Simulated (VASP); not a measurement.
# Si (Fd-3m) in VASP: a series of runs

Runs on Si. Level: r2SCAN. Tasks: single point.

Program: VASP 6.6.1. These are calculated values, not measurements. Logs are shortened: lines on timing, memory, paths and dates and some standing lists are left out, and cuts for length are marked.

**1. The cell of the first run**

Symmetry: Fd-3m, No. 227, cubic system. Conventional cell: a = 5.445 Å, b = 5.445 Å, c = 5.445 Å, α = 90.00°, β = 90.00°, γ = 90.00°. Si (site symmetry -43m) has 4 Si at 2.36 Å within 3.1 Å.

**2. Single point, r2SCAN**

POSCAR

```
Si
1.0
    0.0000000000      2.7227277380      2.7227277380
    2.7227277380      0.0000000000      2.7227277380
    2.7227277380      2.7227277380      0.0000000000
Si
2
Direct
    0.5000000000      0.5000000000      0.5000000000
    0.7500000000      0.7500000000      0.7500000000
```

INCAR.step1

```
PREC     = Accurate       # precision mode
ENCUT    = 520            # plane-wave cutoff, eV
ISMEAR   = -1             # smearing method
SIGMA    = 0.05           # smearing width, eV
LREAL    = False          # projectors in reciprocal space
LASPH    = True           # aspherical terms in the spheres
NELM     = 80             # most SCF steps
NBANDS   = 11             # bands
GGA      = PE             # functional
ALGO     = Normal         # electronic algorithm
EDIFF    = 1E-4           # SCF threshold, eV
LWAVE    = True           # write WAVECAR
LCHARG   = False          # write CHGCAR
```

INCAR.step2

```
PREC     = Accurate       # precision mode
ENCUT    = 520            # plane-wave cutoff, eV
EDIFF    = 1E-6           # SCF threshold, eV
ISMEAR   = -1             # smearing method
SIGMA    = 0.05           # smearing width, eV
LREAL    = False          # projectors in reciprocal space
LASPH    = True           # aspherical terms in the spheres
NELM     = 80             # most SCF steps
ALGO     = Normal         # electronic algorithm
ISIF     = 2              # what is computed and relaxed
LWAVE    = False          # write WAVECAR
LCHARG   = False          # write CHGCAR
METAGGA  = R2SCAN         # meta-GGA
LMIXTAU  = True         
NBANDS   = 11             # bands
ISTART   = 1
```

KPOINTS

```
Automatic mesh
0
Gamma
  11 11 11
```

Potentials or basis: VASP PAW PBE potentials, release 64 (Si).

Command:

```sh
> cat potpaw_PBE.64/Si/POTCAR > POTCAR
> cp INCAR.step1 INCAR
> mpirun -np 1 vasp_std > vasp.out
> cp INCAR.step2 INCAR
> mpirun -np 1 vasp_std > vasp.out
```

OUTCAR:

```text
PREC = Accurate
   ENCUT = 520
   EDIFF = 1E-6
   ISMEAR = -1
   LREAL = False
   LASPH = True
   NELM = 80
   ISIF = 2
   METAGGA = R2SCAN
   ISTART = 1

 ion  position               nearest neighbor table
   1  0.500  0.500  0.500-   2 2.36   2 2.36   2 2.36   2 2.36
   2  0.750  0.750  0.750-   1 2.36   1 2.36   1 2.36   1 2.36

  LATTYP: Found a face centered cubic cell.
 ALAT       =     5.4454554760

  Lattice vectors:

 A1 = (   0.0000000000,   2.7227277380,   2.7227277380)
 A2 = (   2.7227277380,   0.0000000000,   2.7227277380)
 A3 = (   2.7227277380,   2.7227277380,   0.0000000000)

Analysis of symmetry for initial positions (statically):
=====================================================================
 Subroutine PRICEL returns:
 Original cell was already a primitive cell.

 Routine SETGRP: Setting up the symmetry group for a
 face centered cubic supercell.

 Subroutine GETGRP returns: Found 48 space group operations
 (whereof 24 operations were pure point group operations)
 out of a pool of 48 trial point group operations.

The static configuration has the point symmetry T_d .
 The point group associated with its full space group is O_h .

Analysis of symmetry for dynamics (positions and initial velocities):
=====================================================================
 Subroutine PRICEL returns:
 Original cell was already a primitive cell.

 Routine SETGRP: Setting up the symmetry group for a
 face centered cubic supercell.

 Subroutine GETGRP returns: Found 48 space group operations
 (whereof 24 operations were pure point group operations)
 out of a pool of 48 trial point group operations.

The dynamic configuration has the point symmetry T_d .
 The point group associated with its full space group is O_h .

 Subroutine INISYM returns: Found 48 space group operations
 (whereof 24 operations are pure point group operations),
 and found     1 'primitive' translations

----------------------------------------------------------------------------------------

                                     Primitive cell

  volume of cell :      40.3685

  direct lattice vectors                    reciprocal lattice vectors
     0.000000000  2.722727738  2.722727738    -0.183639368  0.183639368  0.183639368
     2.722727738  0.000000000  2.722727738     0.183639368 -0.183639368  0.183639368
     2.722727738  2.722727738  0.000000000     0.183639368  0.183639368 -0.183639368

  length of vectors
     3.850518494  3.850518494  3.850518494     0.318072715  0.318072715  0.318072715

  position of ions in fractional coordinates (direct lattice)
     0.500000000  0.500000000  0.500000000
     0.750000000  0.750000000  0.750000000

  ion indices of the primitive-cell ions
   primitive index   ion index
                 1           1
                 2           2

----------------------------------------------------------------------------------------

 KPOINTS: Automatic mesh

Automatic generation of k-mesh.
 Grid dimensions read from file:
 generate k-points for:   11   11   11

 Generating k-lattice:

  Cartesian coordinates                     Fractional coordinates (reciprocal lattice)
    -0.016694488  0.016694488  0.016694488     0.090909091  0.000000000  0.000000000
     0.016694488 -0.016694488  0.016694488     0.000000000  0.090909091  0.000000000
     0.016694488  0.016694488 -0.016694488     0.000000000  0.000000000  0.090909091

  Length of vectors
     0.028915701  0.028915701  0.028915701

  Shift w.r.t. Gamma in fractional coordinates (k-lattice)
     0.000000000  0.000000000  0.000000000

 Subroutine IBZKPT returns following result:
 ===========================================

 Found     56 irreducible k-points:

 Following reciprocal coordinates:
            Coordinates               Weight
  0.000000  0.000000  0.000000      1.000000
  0.090909  0.000000  0.000000      8.000000
  0.181818  0.000000  0.000000      8.000000
  0.272727  0.000000  0.000000      8.000000
  0.363636  0.000000  0.000000      8.000000
  0.454545  0.000000  0.000000      8.000000
[... 16 lines left out ...]
 -0.272727  0.181818  0.000000     24.000000
 -0.181818  0.181818  0.000000     12.000000
 [... further k-points ...]
   k-points           NKPTS =     56   k-points in BZ     NKDIM =     56   number of bands    NBANDS=     11
   number of dos      NEDOS =    301   number of ions     NIONS =      2
   total plane-waves  NPLWV =  27000
   dimension x,y,z NGX =    30 NGY =   30 NGZ =   30
   dimension x,y,z NGXF=    60 NGYF=   60 NGZF=   60
   ions per type =               2
   NGX,Y,Z   is equivalent  to a cutoff of  12.95, 12.95, 12.95 a.u.
   NGXF,Y,Z  is equivalent  to a cutoff of  25.90, 25.90, 25.90 a.u.
 SYSTEM =  unknown system
   PREC   = accura    normal or accurate (medium, high low for compatibility)
   ISTART =      1    job   : 0-new  1-cont  2-samecut
   ICHARG =      0    charge: 1-file 2-atom 10-const
   ISPIN  =      1    spin polarized calculation?
   LNONCOLLINEAR =      F non collinear calculations
   LSORBIT =      F    spin-orbit coupling
   LASPH  =      T    aspherical Exc in radial PAW
   ENCUT  =  520.0 eV  38.22 Ry    6.18 a.u.   7.16  7.16  7.16*2*pi/ulx,y,z
   NELM   =     80;   NELMIN=  2; NELMDL=  0     # of ELM steps
   EDIFF  = 0.1E-05   stopping-criterion for ELM
   LREAL  =      F    real-space projection
   EDIFFG = 0.1E-04   stopping-criterion for IOM
   NSW    =      0    number of steps for IOM
   IBRION =     -1    ionic relax: 0-MD 1-quasi-New 2-CG
   NFREE  =      0    steps in history (QN), initial steepest desc. (CG)
   ISIF   =      2    stress and relaxation
   ISYM   =      2    0-nonsym 1-usesym 2-fastsym
   POTIM  = 0.5000    time-step for ionic-motion
   TEBEG  =    0.0;   TEEND  =   0.0 temperature during run
   PSTRESS=    0.0 pullay stress
   NELECT =       8.0000    total number of electrons
   NUPDOWN=      -1.0000    fix difference up-down
   EMIN   =  10.00;   EMAX   =-10.00  energy-range for DOS
   EFERMI =   0.00;   METHOD = LEGACY
   ISMEAR =    -1;   SIGMA  =   0.05  broadening in eV -4-tet -1-fermi 0-gaus
   EFERMI_NEDOS =   21; number of points for ismear=-14 and -15
   IALGO  =     38    algorithm
   IMIX   =      4    mixing-type and parameters
     AMIX     =   0.40;   BMIX     =  1.00
     AMIX_MAG =   1.60;   BMIX_MAG =  1.00
  volume/ion in A,a.u.               =      20.18       136.21
  Fermi-wavevector in a.u.,A,eV,Ry     =   0.954459  1.803666 12.394798  0.910992
  Thomas-Fermi vector in A             =   2.083208
   LORBIT       =      0    0 simple, 1 ext, 2 COOP (PROOUT), +10 PAW based schemes
   METAGGA = R2SCAN    functional components
   LHFCALC =     F    Hartree Fock is set to
   AEXX    =    0.0000 exact exchange contribution
   IVDW    =     0    specifies the selected vdW correction
   LEPSILON=     F    determine dielectric tensor
   LRPA    =     F    only Hartree local field effects (RPA)
 non-spin polarized calculation
  energy-cutoff  :      520.00
  volume of cell :       40.37
 maximum number of plane-waves:      1105
 NGX is ok and might be reduce to    30
   NGX = 15   NGY = 15   NGZ = 15

 number of electron       8.0000001 magnetization

 Free energy of the ion-electron system (eV)
  ---------------------------------------------------
  ext. energy  EPLUGINS =         0.00000000
  ---------------------------------------------------
  free energy    TOTEN  =       -17.55011552 eV

  energy without entropy =      -17.55011291  energy(sigma->0) =      -17.55011422

 E-fermi :   6.0417     XC(G=0):  -9.8226

 val. band max:        5.6551661971   @ k =   0.0000   0.0000   0.0000
 cond. band min:       6.4702653118   @ k =   0.4545   0.4545   0.0000
 fundamental gap:      0.8150991147
 Fermi energy:         6.0416579653

 k-point     1 :       0.0000    0.0000    0.0000
  band No.  band energies     occupation
      1      -6.8132      2.00000
      2       5.6552      1.99912
      3       5.6552      1.99912
      4       5.6552      1.99912
      5       8.4099      0.00000
      6       8.4099      0.00000
      7       8.4099      0.00000
      8       9.5439      0.00000
      9      13.7780      0.00000
     10      13.7780      0.00000
     11      14.3211      0.00000

 k-point     2 :       0.0909    0.0000    0.0000
  band No.  band energies     occupation
      1      -6.7000      2.00000
      2       4.6534      2.00000
      3       5.4795      1.99997
      4       5.4795      1.99997
      5       8.5028      0.00000
      6       8.6694      0.00000
      7       8.6694      0.00000
      8      10.2885      0.00000
      9      13.4745      0.00000
     10      13.4745      0.00000
     11      14.7733      0.00000

 k-point     3 :       0.1818    0.0000    0.0000
  band No.  band energies     occupation
      1      -6.3649      2.00000
      2       2.9134      2.00000
      3       5.1202      2.00000
      4       5.1202      2.00000
      5       8.2478      0.00000
      6       9.1703      0.00000
      7       9.1703      0.00000
      8      11.9044      0.00000
      9      13.1258      0.00000
     10      13.1258      0.00000
     11      15.4996      0.00000
[... 267 lines left out ...]
 k-point    23 :      -0.2727    0.1818    0.0000
  band No.  band energies     occupation
      1      -4.9938      2.00000
      2       0.2004      2.00000
      3       2.3807      2.00000
      4       4.4936      2.00000
      5       8.5985      0.00000
      6      10.1806      0.00000
      7      10.3695      0.00000
      8      12.5111      0.00000
      9      12.5934      0.00000
     10      16.4582      0.00000
     11      18.3152      0.00000

 k-point    24 :      -0.1818    0.1818    0.0000
  band No.  band energies     occupation
      1      -5.6388      2.00000
      2       1.4507      2.00000
      3       2.8794      2.00000
      4       4.9288      2.00000
      5       8.9455      0.00000
      6       9.6628      0.00000
      7      10.0324      0.00000
      8      11.7997      0.00000
      9      12.1293      0.00000
     10      16.3074      0.00000
     11      17.0483      0.00000

 [... further k-points ...]

------------------------ aborting loop because EDIFF is reached ----------------------------------------

  FORCE on cell =-STRESS in cart. coord.  units (eV):
  Direction    XX          YY          ZZ          XY          YZ          ZX
  --------------------------------------------------------------------------------------
  -------------------------------------------------------------------------------------
  Total       -0.0761654     -0.0761654     -0.0761654     -0.0000000     -0.0000000     -0.0000000
  in kB       -3.0229112     -3.0229112     -3.0229112     -0.0000000     -0.0000000     -0.0000000
  external PRESSURE =      -3.0229112 kB  Pullay stress =       0.0000000 kB

 VOLUME and BASIS-vectors are now :
 -----------------------------------------------------------------------------
  energy-cutoff  :      520.00
  volume of cell :       40.37
      direct lattice vectors                 reciprocal lattice vectors
     0.000000000  2.722727738  2.722727738    -0.183639368  0.183639368  0.183639368
     2.722727738  0.000000000  2.722727738     0.183639368 -0.183639368  0.183639368
     2.722727738  2.722727738  0.000000000     0.183639368  0.183639368 -0.183639368

 POSITION                                       TOTAL-FORCE (eV/Angst)
 -----------------------------------------------------------------------------------
      2.72273      2.72273      2.72273        -0.000000     -0.000000      0.000000
      4.08409      4.08409      4.08409         0.000000      0.000000     -0.000000
 -----------------------------------------------------------------------------------
    total drift:                                0.000000     -0.000000     -0.000000

  FREE ENERGIE OF THE ION-ELECTRON SYSTEM (eV)
  ---------------------------------------------------
  free  energy   TOTEN  =       -17.5501155204 eV

  energy  without entropy=      -17.5501129096  energy(sigma->0) =      -17.55011422
```

Run time: 77 s. Hardware: 1 thread of Intel Xeon Platinum 8259CL at 2.50GHz (Skylake/Cascade Lake), shared host; peak memory 0.17 GiB.

Results:

* Free energy: -17.5501 eV
* Pressure: -0.3 GPa
* Band gap on the k mesh: 0.82 eV, indirect (least direct gap 2.75 eV)

Levels at points of the mesh, in eV from the valence-band top:
| k point | band 1 | band 2 | band 3 | band 4 | band 5 | band 6 | band 7 | band 8 |
| --- | --- | --- | --- | --- | --- | --- | --- | --- |
| (0.00, 0.00, 0.00) | -12.47 | 0.00 | 0.00 | 0.00 | 2.75 | 2.75 | 2.75 | 3.89 |

Caveat: the PAW data sets were made with another functional, which shifts forces and pressure a little.

**3. Single point, r2SCAN**

POSCAR is that of step 2.

INCAR.step1

```
  ALGO = Normal
  EDIFF = 1E-4
  ENCUT = 520
  GGA = PE
  ISMEAR = -1
  LASPH = T
  LCHARG = F
  LREAL = F
  LWAVE = T
  NBANDS = 11
  NELM = 60
  PREC = Accurate
  SIGMA = 0.05
```

INCAR.step2

```
  ALGO = Normal
  EDIFF = 1E-7
  ENCUT = 520
  ISIF = 2
  ISMEAR = -1
  ISTART = 1
  LASPH = T
  LCHARG = T
  LELF = T
  LMIXTAU = T
  LREAL = F
  LVHAR = T
  LWAVE = F
  METAGGA = R2SCAN
  NBANDS = 11
  NELM = 60
  PREC = Accurate
  SIGMA = 0.05
```

KPOINTS

```
k-points
0
Gamma
  14 14 14
```

Potentials or basis: VASP PAW PBE potentials, release 64 (Si).

Command:

```sh
> cat potpaw_PBE.64/Si/POTCAR > POTCAR
> cp INCAR.step1 INCAR
> mpirun -np 1 vasp_std > vasp.out
> cp INCAR.step2 INCAR
> mpirun -np 1 vasp_std > vasp.out
```

Run time: 2.5 min. Hardware: 1 thread of Intel Xeon Platinum 8259CL at 2.50GHz (Skylake/Cascade Lake), shared host; peak memory 0.18 GiB.

The run converged. Its results:

```
Free energy            : -17.5503 eV
Pressure               : -0.3 GPa
Band gap on the k mesh : 0.79 eV, indirect (least direct gap 2.75 eV)
```

Levels at points of the mesh, in eV from the valence-band top:
```tsv
k point	band 1	band 2	band 3	band 4	band 5	band 6	band 7	band 8	band 9
(0.00, 0.00, 0.00)	-12.47	0.00	0.00	0.00	2.75	2.75	2.75	3.89	8.12
(0.50, 0.00, 0.00)	-10.04	-7.23	-1.27	-1.27	1.85	3.59	3.59	8.33	11.14
(0.50, 0.50, 0.00)	-8.13	-8.13	-2.99	-2.99	0.94	0.94	10.81	10.81	11.59
```

Caveat: the PAW data sets were made with another functional, which shifts forces and pressure a little.
